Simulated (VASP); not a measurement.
**HfMg3: single point with LDA**

HfMg3:

```xyz
4
Lattice="4.4352 0.0000 0.0000 0.0000 4.4352 0.0000 0.0000 0.0000 4.4352" Properties=species:S:1:pos:R:3 pbc="T T T"
Hf    0.0000    0.0000    0.0000
Mg    0.0000    2.2176    2.2176
Mg    2.2176    2.2176    0.0000
Mg    2.2176    0.0000    2.2176
```

| Quantity | Value |
| --- | --- |
| Program | VASP 6.6.1 |
| Task | single point |
| Functional | LDA |
| Potentials or basis | VASP PAW LDA potentials, release 64 (Hf_pv, Mg) |
| Cutoff | 520 eV |
| k mesh | 8 × 8 × 8 |
| Occupations | gaussian, width 0.05 eV |
| Spin | no spin polarisation |
| Dipole correction | no |
| Further INCAR settings | ALGO = Fast; EDIFF = 1e-07; NBANDS = 16 |

| Item | Value |
| --- | --- |
| Pressure | -3.9 GPa |
| Band gap on the k mesh | zero (bands 8 and 9 overlap by 1.41 eV) |

Levels at points of the mesh, in eV from the Fermi level:
```csv
k point,band 4,band 5,band 6,band 7,band 8,band 9,band 10,band 11,band 12,band 13
"(0.00, 0.00, 0.00)",-6.81,-1.18,-1.18,0.67,0.67,0.67,1.23,1.23,1.23,1.74
"(0.50, 0.00, 0.00)",-4.95,-4.58,-0.69,-0.29,-0.29,1.44,1.90,2.76,2.76,2.90
"(0.50, 0.50, 0.00)",-3.56,-3.09,-2.55,-2.55,0.23,0.23,1.49,2.30,2.30,3.52
"(0.50, 0.50, 0.50)",-2.20,-2.20,-2.20,-1.36,-0.71,-0.71,-0.71,-0.25,2.35,2.35
```

Run time: 90 s on 1 thread of Intel Xeon 8259CL, on a shared host, peak memory 0.2 GiB.

Caveat: the cell stands under tension; spin-orbit coupling is left out, which moves the levels of the heavy elements.
